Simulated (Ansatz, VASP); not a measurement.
# TaSi2: VASP beside Ansatz

```
Ta Si
1.0
     4.69794    0.00000    0.00000
    -2.34897    4.06853    0.00000
     0.00000    0.00000    2.62330
Ta Si
1 2
Direct
  0.00000 0.00000 0.50000
  0.33333 0.66667 0.50000
  0.66667 0.33333 0.50000
```

Alike in both runs: functional PBE; k mesh 6 × 6 × 5; occupations gaussian, width 0.2 eV; no spin polarisation.

Ansatz relaxed the structure, and its values are those at the end. VASP's run is a single point on that final structure, the one shown.

|  | VASP | Ansatz |
| --- | --- | --- |
| version | VASP 6.6.1 | Ansatz 0.2.0 |
| potentials or method | VASP PAW PBE potentials, release 64 (Ta_pv, Si), cutoff 500 eV | scalar-relativistic, plane waves, PAW |
| valence electrons in the cell | 19 | 21 |

```csv
,VASP,Ansatz,Ansatz less VASP
gap on the k mesh at the Fermi level (eV),none,none,-
pressure (GPa),0.0,0.0,-0.03
```

A gap of «none» marks a metal or a gap that the smearing closes. VASP's potentials hold 19 valence electrons a cell and Ansatz's 21, so a difference there can come from the potentials and not from the codes.

The k mesh is coarse, so the values compare programs but aren't converged. Spin-orbit coupling is off throughout.
